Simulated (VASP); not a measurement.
# ZnS (P6_3mc) in VASP: a series of runs

Runs on ZnS. Level: PBEsol. Tasks: single point.

Program: VASP 6.6.1. These are calculated values, not measurements. Logs are shortened: lines on timing, memory, paths and dates and some standing lists are left out, and cuts for length are marked.

### Step 1. The cell of the first run

The structure is hexagonal, space group P6_3mc (No. 186). The conventional cell has a = 3.918 Å, b = 3.918 Å, c = 5.897 Å, α = 90.00°, β = 90.00°, γ = 120.00°. Within 3.0 Å of Zn (site symmetry 3m) lie 4 S at 2.27 to 2.36 Å. S (site symmetry 3m) has 4 Zn at 2.27 to 2.36 Å within 3.0 Å.

### Step 2. Single point, PBEsol

Contents of INCAR:

```
PREC     = Accurate       # precision mode
ENCUT    = 500            # plane-wave cutoff, eV
EDIFF    = 1E-6           # SCF threshold, eV
ISMEAR   = 0              # smearing method
SIGMA    = 0.05           # smearing width, eV
LREAL    = F              # projectors in reciprocal space
LASPH    = T              # aspherical terms in the spheres
NELM     = 120            # most SCF steps
ALGO     = Normal         # electronic algorithm
ISIF     = 2              # what is computed and relaxed
LWAVE    = F              # write WAVECAR
LCHARG   = F              # write CHGCAR
GGA      = PS             # functional
NBANDS   = 26             # bands
GGA_COMPAT= F
```

Contents of KPOINTS:

```
Automatic mesh
0
Gamma
  9 9 6
```

Contents of POSCAR:

```
ZnS
1.0
    3.9184069144      0.0000000000      0.0000000000
   -1.9592034572      3.3934399303      0.0000000000
    0.0000000000      0.0000000000      5.8969215411
Zn S
2 2
Direct
    0.3333333333      0.6666666667      0.0000000000
    0.6666666667      0.3333333333      0.5000000000
    0.3333333333      0.6666666667      0.3850000000
    0.6666666667      0.3333333333      0.8850000000
```

Potentials or basis: VASP PAW PBE potentials, release 64 (Zn, S).

Started as:

```console
$ cat potpaw_PBE.64/Zn/POTCAR potpaw_PBE.64/S/POTCAR > POTCAR
$ mpirun -np 1 vasp_std > vasp.out
```

OUTCAR:

```text
PREC = Accurate
   ENCUT = 500
   EDIFF = 1E-6
   ISMEAR = 0
   LREAL = F
   LASPH = T
   NELM = 120
   ISIF = 2
   GGA = PS

 ion  position               nearest neighbor table
   1  0.333  0.667  0.000-   3 2.27   4 2.36   4 2.36   4 2.36
   2  0.667  0.333  0.500-   4 2.27   3 2.36   3 2.36   3 2.36
   3  0.333  0.667  0.385-   1 2.27   2 2.36   2 2.36   2 2.36
   4  0.667  0.333  0.885-   2 2.27   1 2.36   1 2.36   1 2.36

  LATTYP: Found a hexagonal cell.
 ALAT       =     3.9184069144
 C/A-ratio  =     1.5049283216

  Lattice vectors:

 A1 = (   3.9184069144,   0.0000000000,   0.0000000000)
 A2 = (  -1.9592034572,   3.3934399303,   0.0000000000)
 A3 = (   0.0000000000,   0.0000000000,   5.8969215411)

Analysis of symmetry for initial positions (statically):
=====================================================================
 Subroutine PRICEL returns:
 Original cell was already a primitive cell.

 Routine SETGRP: Setting up the symmetry group for a
 hexagonal supercell.

 Subroutine GETGRP returns: Found 12 space group operations
 (whereof  6 operations were pure point group operations)
 out of a pool of 24 trial point group operations.

The static configuration has the point symmetry C_3v.
 The point group associated with its full space group is C_6v.

Analysis of symmetry for dynamics (positions and initial velocities):
=====================================================================
 Subroutine PRICEL returns:
 Original cell was already a primitive cell.

 Routine SETGRP: Setting up the symmetry group for a
 hexagonal supercell.

 Subroutine GETGRP returns: Found 12 space group operations
 (whereof  6 operations were pure point group operations)
 out of a pool of 24 trial point group operations.

The dynamic configuration has the point symmetry C_3v.
 The point group associated with its full space group is C_6v.

 Subroutine INISYM returns: Found 12 space group operations
 (whereof  6 operations are pure point group operations),
 and found     1 'primitive' translations

----------------------------------------------------------------------------------------

                                     Primitive cell

  volume of cell :      78.4106

  direct lattice vectors                    reciprocal lattice vectors
     3.918406914  0.000000000  0.000000000     0.255205756  0.147343112  0.000000000
    -1.959203457  3.393439930  0.000000000     0.000000000  0.294686224  0.000000000
     0.000000000  0.000000000  5.896921541     0.000000000  0.000000000  0.169580008

[... 88 lines left out ...]
   LREAL  =      F    real-space projection
   EDIFFG = 0.1E-04   stopping-criterion for IOM
   NSW    =      0    number of steps for IOM
   IBRION =     -1    ionic relax: 0-MD 1-quasi-New 2-CG
   NFREE  =      0    steps in history (QN), initial steepest desc. (CG)
   ISIF   =      2    stress and relaxation
   ISYM   =      2    0-nonsym 1-usesym 2-fastsym
   POTIM  = 0.5000    time-step for ionic-motion
   TEBEG  =    0.0;   TEEND  =   0.0 temperature during run
   PSTRESS=    0.0 pullay stress
   NELECT =      36.0000    total number of electrons
   NUPDOWN=      -1.0000    fix difference up-down
   EMIN   =  10.00;   EMAX   =-10.00  energy-range for DOS
   EFERMI =   0.00;   METHOD = LEGACY
   ISMEAR =     0;   SIGMA  =   0.05  broadening in eV -4-tet -1-fermi 0-gaus
   EFERMI_NEDOS =   21; number of points for ismear=-14 and -15
   IALGO  =     38    algorithm
   IMIX   =      4    mixing-type and parameters
     AMIX     =   0.40;   BMIX     =  1.00
     AMIX_MAG =   1.60;   BMIX_MAG =  1.00
  volume/ion in A,a.u.               =      19.60       132.29
  Fermi-wavevector in a.u.,A,eV,Ry     =   1.262944  2.386617 21.701656  1.595027
  Thomas-Fermi vector in A             =   2.396326
   LORBIT       =      0    0 simple, 1 ext, 2 COOP (PROOUT), +10 PAW based schemes
   GGA     = PS    functional components
   LHFCALC =     F    Hartree Fock is set to
   AEXX    =    0.0000 exact exchange contribution
   IVDW    =     0    specifies the selected vdW correction
   LEPSILON=     F    determine dielectric tensor
   LRPA    =     F    only Hartree local field effects (RPA)
 non-spin polarized calculation
 Gauss-broadening in eV      SIGMA  =   0.05
  energy-cutoff  :      500.00
  volume of cell :       78.41
 maximum number of plane-waves:      2014
 NGX is ok and might be reduce to    30

 number of electron      35.9999970 magnetization

 Free energy of the ion-electron system (eV)
  ---------------------------------------------------
  ext. energy  EPLUGINS =         0.00000000
  ---------------------------------------------------
  free energy    TOTEN  =       -15.03957244 eV

  energy without entropy =      -15.03957244  energy(sigma->0) =      -15.03957244

 E-fermi :   2.3871     XC(G=0):  -9.8657

 val. band max:        2.1822599643   @ k =   0.0000   0.0000   0.0000
 cond. band min:       4.1735631421   @ k =   0.0000   0.0000   0.0000
 fundamental gap:      1.9913031778
 Fermi energy:         2.3871128916

 k-point     1 :       0.0000    0.0000    0.0000
  band No.  band energies     occupation
      1     -11.1358      2.00000
      2      -9.9852      2.00000
      3      -4.2897      2.00000
      4      -4.2836      2.00000
      5      -4.2836      2.00000
      6      -4.1995      2.00000
[... 685 lines left out ...]
     25      11.8841      0.00000
     26      11.9095      0.00000

 [... further k-points ...]

------------------------ aborting loop because EDIFF is reached ----------------------------------------

  FORCE on cell =-STRESS in cart. coord.  units (eV):
  Direction    XX          YY          ZZ          XY          YZ          ZX
  --------------------------------------------------------------------------------------
  -------------------------------------------------------------------------------------
  Total       -2.0123995     -2.0123995      2.7568431      0.0000000      0.0000000      0.0000000
  in kB      -41.1196801    -41.1196801     56.3310163      0.0000000      0.0000000      0.0000000
  external PRESSURE =      -8.6361146 kB  Pullay stress =       0.0000000 kB

 VOLUME and BASIS-vectors are now :
 -----------------------------------------------------------------------------
  energy-cutoff  :      500.00
  volume of cell :       78.41
      direct lattice vectors                 reciprocal lattice vectors
     3.918406914  0.000000000  0.000000000     0.255205756  0.147343112  0.000000000
    -1.959203457  3.393439930  0.000000000     0.000000000  0.294686224  0.000000000
     0.000000000  0.000000000  5.896921541     0.000000000  0.000000000  0.169580008

 POSITION                                       TOTAL-FORCE (eV/Angst)
 -----------------------------------------------------------------------------------
     -0.00000      2.26229      0.00000        -0.000000      0.000000     -0.251798
      1.95920      1.13115      2.94846         0.000000     -0.000000     -0.251798
     -0.00000      2.26229      2.27031        -0.000000      0.000000      0.251798
      1.95920      1.13115      5.21878         0.000000      0.000000      0.251798
 -----------------------------------------------------------------------------------
    total drift:                               -0.000000     -0.000001     -0.000085

  FREE ENERGIE OF THE ION-ELECTRON SYSTEM (eV)
  ---------------------------------------------------
  free  energy   TOTEN  =       -15.0395724412 eV

  energy  without entropy=      -15.0395724412  energy(sigma->0) =      -15.03957244
```

OSZICAR:

```text
N       E                     dE             d eps       ncg     rms          rms(c)
DAV:   1     0.240537984678E+03    0.24054E+03   -0.16634E+04  2496   0.163E+03
DAV:   2     0.875474284242E+01   -0.23178E+03   -0.22180E+03  2572   0.345E+02
DAV:   3    -0.152564283973E+02   -0.24011E+02   -0.23757E+02  3000   0.111E+02
DAV:   4    -0.158629228530E+02   -0.60649E+00   -0.60503E+00  2970   0.175E+01
DAV:   5    -0.158719570715E+02   -0.90342E-02   -0.90313E-02  2998   0.214E+00    0.969E+00
DAV:   6    -0.150554132155E+02    0.81654E+00   -0.17975E+00  3520   0.400E+01    0.741E+00
DAV:   7    -0.150484182955E+02    0.69949E-02   -0.11561E+00  2650   0.664E+00    0.328E+00
DAV:   8    -0.150397219655E+02    0.86963E-02   -0.28784E-02  3204   0.163E+00    0.882E-01
DAV:   9    -0.150393500433E+02    0.37192E-03   -0.83436E-03  3376   0.137E+00    0.212E-01
DAV:  10    -0.150394485618E+02   -0.98519E-04   -0.50951E-04  2992   0.296E-01    0.102E-01
DAV:  11    -0.150395729923E+02   -0.12443E-03   -0.19060E-04  2636   0.861E-02    0.356E-02
DAV:  12    -0.150395724412E+02    0.55104E-06   -0.54311E-06  3116   0.425E-02
   1 F= -.15039572E+02 E0= -.15039572E+02  d E =-.297673E-11
```

Run time: 48 s. Hardware: 1 thread of Intel Xeon Platinum 8559C (Emerald Rapids), shared host; peak memory 0.23 GiB.

Results:

| Property | Result |
| --- | --- |
| Free energy | -15.0396 eV |
| Pressure | -0.9 GPa |
| Largest force | 0.252 eV/Å |
| Band gap on the k mesh | 1.99 eV, direct |

Forces in eV/Å, atoms in the order of the input:
```
Zn   0.000  0.000 -0.252
Zn   0.000  0.000 -0.252
S    0.000  0.000  0.252
S    0.000  0.000  0.252
```

Levels at points of the mesh, in eV from the valence-band top:
| k point | band 14 | band 15 | band 16 | band 17 | band 18 | band 19 | band 20 | band 21 | band 22 | band 23 |
| --- | --- | --- | --- | --- | --- | --- | --- | --- | --- | --- |
| (0.00, 0.00, 0.00) | -1.31 | -1.31 | -0.19 | -0.19 | 0.00 | 1.99 | 2.18 | 5.75 | 5.75 | 7.38 |
| (0.00, 0.00, 0.50) | -2.72 | -0.78 | -0.78 | -0.78 | -0.78 | 3.03 | 3.03 | 6.20 | 6.20 | 6.20 |

Caveat: the PAW data sets were made with another functional, which shifts forces and pressure a little. A k mesh can miss the band edges.

### Step 3. Single point, PBEsol

This run uses another cell than the first one, of the same volume but with other edges.

Contents of INCAR:

```
SYSTEM = ZnS
ALGO     = Normal         ! electronic algorithm
EDIFF    = 1E-6           ! SCF threshold, eV
ENCUT    = 500            ! plane-wave cutoff, eV
GGA      = PS             ! functional
GGA_COMPAT= .FALSE.      
ISIF     = 2              ! what is computed and relaxed
ISMEAR   = 0              ! smearing method
LASPH    = .TRUE.         ! aspherical terms in the spheres
LCHARG   = .TRUE.         ! write CHGCAR
LELF     = .TRUE.         ! ELF
LREAL    = .FALSE.        ! projectors in reciprocal space
LVHAR    = .TRUE.       
LWAVE    = .FALSE.        ! write WAVECAR
NBANDS   = 26             ! bands
NELM     = 120            ! most SCF steps
PREC     = Accurate       ! precision mode
SIGMA    = 0.05           ! smearing width, eV
```

Contents of KPOINTS:

```
k-points
0
G
  9 9 6
  0 0 0
```

Contents of POSCAR:

```
ZnS
1.0
    3.6918262054      0.0000000000      0.0000000000
   -1.8459131027      3.1972152802      0.0000000000
    0.0000000000      0.0000000000      6.6429643440
Zn S
2 2
Direct
    0.3333333333      0.6666666667      0.0000000000
    0.6666666667      0.3333333333      0.5000000000
    0.3333333333      0.6666666667      0.3850000000
    0.6666666667      0.3333333333      0.8850000000
```

Potentials or basis: VASP PAW PBE potentials, release 64 (Zn, S).

Started as:

```console
$ cat potpaw_PBE.64/Zn/POTCAR potpaw_PBE.64/S/POTCAR > POTCAR
$ mpirun -np 1 vasp_std > vasp.out
```

Wall time 43 s (1 thread of Intel Xeon Platinum 8559C (Emerald Rapids), shared host); peak memory 0.22 GiB.

Results (log left out):

```yaml
Free_energy: -14.9136 eV
Pressure: 0.8 GPa
Largest_force: 0.581 eV/Å
Band_gap_on_the_k_mesh: 1.85 eV, direct
```

Forces on the atoms (eV/Å):
```
Zn   0.000  0.000  0.581
Zn   0.000  0.000  0.581
S    0.000  0.000 -0.581
S    0.000  0.000 -0.581
```

Stress tensor (GPa, compression positive):
```
 4.89  0.00  0.00
 0.00  4.89  0.00
 0.00  0.00 -7.49
```

Levels at points of the mesh, in eV from the valence-band top:
| k point | band 14 | band 15 | band 16 | band 17 | band 18 | band 19 | band 20 | band 21 | band 22 | band 23 |
| --- | --- | --- | --- | --- | --- | --- | --- | --- | --- | --- |
| (0.00, 0.00, 0.00) | -0.61 | -0.61 | -0.45 | 0.00 | 0.00 | 1.85 | 3.46 | 5.71 | 6.53 | 6.53 |
| (0.00, 0.00, 0.50) | -3.18 | -0.32 | -0.32 | -0.32 | -0.32 | 3.66 | 3.66 | 6.13 | 6.13 | 6.91 |

Caveat: the PAW data sets were made with another functional, which shifts forces and pressure a little.
